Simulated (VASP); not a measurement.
**ZrF: single point with PBE**

The system is ZrF.

```
CELL_PARAMETERS angstrom
1.47025 -2.08004 0.00000
1.47025 2.08004 0.00000
0.00000 0.00000 4.17683
ATOMIC_POSITIONS crystal
Zr 0.50000 0.50000 0.50000
F 0.00000 0.00000 0.00000
```

- Program: VASP 6.6.1
- Task: single point
- Functional: PBE
- Potentials or basis: VASP PAW PBE potentials, release 64 (Zr_sv, F)
- Cutoff: 520 eV
- k mesh: 8 × 8 × 4
- Occupations: gaussian, width 0.1 eV
- Spin: no spin polarisation
- Dipole correction: no
- Further INCAR settings: ALGO = Normal; EDIFF = 1e-06; NBANDS = 16

- Pressure: 25.0 GPa

Stress tensor (GPa, compression positive):
```
 32.49   0.00   0.00
  0.00  54.11   0.00
  0.00   0.00 -11.47
```

Levels at points of the mesh, in eV from the Fermi level:
```csv
k point,band 8,band 9,band 10,band 11,band 12,band 13
"(0.00, 0.00, 0.00)",-4.34,-3.38,-1.24,0.70,4.56,5.23
"(0.50, 0.00, 0.00)",-5.03,-2.60,0.55,4.21,5.75,6.24
"(0.50, 0.50, 0.00)",-6.06,-4.39,-1.89,2.08,3.34,9.36
"(0.00, 0.00, 0.50)",-4.33,-2.73,-1.21,4.31,4.74,4.92
"(0.50, 0.00, 0.50)",-4.76,-3.05,-1.64,3.10,5.22,7.36
"(0.50, 0.50, 0.50)",-6.37,-2.94,-0.36,3.04,5.36,7.98
```

Run time: 11 s on 1 thread of Intel(R) Xeon(R) 6975P-C (Granite Rapids) (shared host), peak memory 0.15 GiB.

Caveat: the k points lie up to 0.38 Å⁻¹ apart; an odd number of electrons without spin polarisation forces a metal; a magnetic or distorted state may lie lower.
